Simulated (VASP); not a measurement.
The system is HfTa.

```
CELL_PARAMETERS angstrom
1.71275 -2.39960 0.00000
1.71275 2.39960 0.00000
0.00000 0.00000 4.84755
ATOMIC_POSITIONS crystal
Ta 0.50000 0.50000 0.50000
Hf 0.00000 0.00000 0.00000
```

Program: VASP 6.6.1. Alike in all runs: task single point; no spin polarisation; cell as given; k mesh 6 × 6 × 3; cutoff (eV) 520; smearing fermi-dirac 0.05 eV. Hardware: 1 thread of AMD EPYC 7R13, on a shared host.

Order these runs on this cell by their wall time, lowest first.
A. level r2SCAN; potentials or basis VASP PAW PBE potentials, release 64 (Ta_pv, Hf_pv)
B. level LDA; potentials or basis VASP PAW LDA potentials, release 64 (Ta_pv, Hf_pv)
C. level BLYP; potentials or basis VASP PAW PBE potentials, release 64 (Ta_pv, Hf_pv)

B (26 s), C (69 s), A (160 s).

Caveats: all runs use coarse meshes.
